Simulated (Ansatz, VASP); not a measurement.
One calculation of KTaO3, two programs

INCAR

```
ALGO = Normal
EDIFF = 1E-6
ENCUT = 520
GGA = PS
ISIF = 2
ISMEAR = 0
LASPH = T
LCHARG = F
LREAL = F
LWAVE = F
NBANDS = 27
NELM = 60
PREC = Accurate
SIGMA = 0.05
```

Contents of KPOINTS:

```
k-points
0
Gamma
  8 8 8
```

POSCAR

```
KTaO3
1.0
    4.5831618048      0.0000000000      0.0000000000
    0.0000000000      3.9853580911      0.0000000000
    0.0000000000      0.0000000000      3.5469687011
K Ta O
1 1 3
Direct
    0.5000000000      0.5000000000      0.5000000000
    0.0000000000      0.0000000000      0.0000000000
    0.5000000000      0.0000000000      0.0000000000
    0.0000000000      0.5000000000      0.0000000000
    0.0000000000      0.0000000000      0.5000000000
```

Input for Ansatz:

```yaml
crystal:
  lattice:
    - [4.5831618048, 0.0, 0.0]
    - [0.0, 3.9853580911, 0.0]
    - [0.0, 0.0, 3.5469687011]
  atoms:
    - { symbol: K, position: [0.5, 0.5, 0.5] }
    - { symbol: Ta, position: [0.0, 0.0, 0.0] }
    - { symbol: O, position: [0.5, 0.0, 0.0] }
    - { symbol: O, position: [0.0, 0.5, 0.0] }
    - { symbol: O, position: [0.0, 0.0, 0.5] }
basis:
  ecutwfc: 520.0
kpoints:
  mp_grid: { grid: [8, 8, 8] }
hamiltonian:
  xc: pbesol
  pseudopotentials: { kind: paw }
scf:
  occupations: { method: gaussian, width: 0.05 }
output:
  forces: true
  stress: true
  eigenvalues: true
```

Change from the starting cell: normal strain along x +0.1500, normal strain along z -0.1100.

Alike in both runs: task single point; functional PBEsol; k mesh 8 × 8 × 8; occupations gaussian, width 0.05 eV; no spin polarisation.

|  | VASP | Ansatz |
| --- | --- | --- |
| version | VASP 6.6.1 | Ansatz 0.2.0 |
| potentials or method | VASP PAW PBE potentials, release 64 (K_sv, Ta_pv, O), cutoff 520 eV | scalar-relativistic, plane waves, PAW |
| valence electrons in the cell | 38 | 40 |

|  | VASP | Ansatz | Ansatz less VASP |
| --- | --- | --- | --- |
| gap on the k mesh at the Fermi level (eV) | 1.51 | 1.55 | +0.037 |
| least direct gap on the mesh (eV) | 1.60 | 1.64 | +0.039 |
| pressure (GPa) | 14.6 | 13.7 | -0.97 |
| traceless stress, the component that is largest in VASP (GPa) | 57.47 | 56.57 | -0.899 |

VASP's potentials were made for PBE, not for PBEsol. With one functional, cell and mesh, what is left measures potentials, basis and numerics. VASP's potentials hold 38 valence electrons a cell and Ansatz's 40, so a difference there can come from the potentials and not from the codes.

Neither program's run includes spin-orbit coupling.
